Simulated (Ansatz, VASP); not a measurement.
## One calculation of Ti, two programs

```
CELL_PARAMETERS angstrom
-1.69023 1.69023 1.64100
1.69023 -1.69023 1.64100
1.69023 1.69023 -1.64100
ATOMIC_POSITIONS crystal
Ti 0.00000 0.00000 0.00000
```

Change from the starting cell: equal xx and yy strain of +3 %.

Alike in both runs: task single point; functional PBEsol; k mesh 14 × 14 × 14; occupations fermi-dirac, width 0.05 eV; no spin polarisation.

|  | VASP | Ansatz |
| --- | --- | --- |
| version | VASP 6.6.1 | Ansatz 0.2.0 |
| potentials or method | VASP PAW PBE potentials, release 64 (Ti_sv), cutoff 520 eV | all-electron LAPW, scalar-relativistic |

```csv
,VASP,Ansatz,Ansatz less VASP
pressure (GPa),-11.5,-11.4,+0.11
"traceless stress, the component that is largest in VASP (GPa)",-0.59,-0.59,-0.004
```

VASP's potentials were made for PBE, not for PBEsol. Ansatz ran all-electron here, and VASP with PAW potentials.
